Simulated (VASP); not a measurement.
Runs of VASP 6.6.1 on Tl. The structure is that of space group Fd-3m (No. 227), or close to it. The cells are those of the table. 

```tsv
task	cell	k mesh	cutoff (eV)	gap on the mesh (eV)	pressure (GPa)
relaxation of cell and atoms	relaxed from a = 4.748 Å, angles 60.0°, 2 atoms	8 × 8 × 8	600	none	0.0
single point	a = 5.145 Å, angles 60.0°, 2 atoms	8 × 8 × 8	520	none	0.0
single point	a = 5.004 Å, angles 60.0°, 2 atoms	12 × 12 × 12	520	none	1.1
single point	a = 5.145 Å, angles 60.0°, 2 atoms	12 × 12 × 12	520	none	0.0
single point	a = 5.076 Å, angles 60.0°, 2 atoms	12 × 12 × 12	520	none	(b)
single point	a = 5.343 Å, angles 60.0°, 2 atoms	12 × 12 × 12	520	none	-0.9
single point	a = 5.213 Å, angles 60.0°, 2 atoms	12 × 12 × 12	520	none	-0.4
single point	a = 4.931 Å, angles 60.0°, 2 atoms	12 × 12 × 12	520	none	(a)
single point	a = 5.279 Å, angles 60.0°, 2 atoms	12 × 12 × 12	520	none	-0.7
```

Alike in all rows: level revPBE; potentials or basis VASP PAW PBE potentials, release 64 (Tl_d); no spin polarisation; smearing fermi-dirac 0.1 eV.

Q: Fill in the values left out.

A: (a) 1.9; (b) 0.4.

Caveats: the PAW data sets were made with another functional, which shifts forces and pressure a little; spin-orbit coupling is left out, which moves the levels of the heavy elements.

A k mesh can miss the band edges, and the runs leave out spin-orbit coupling on Tl.

A gap of «none» marks levels without a gap at the run's occupations.
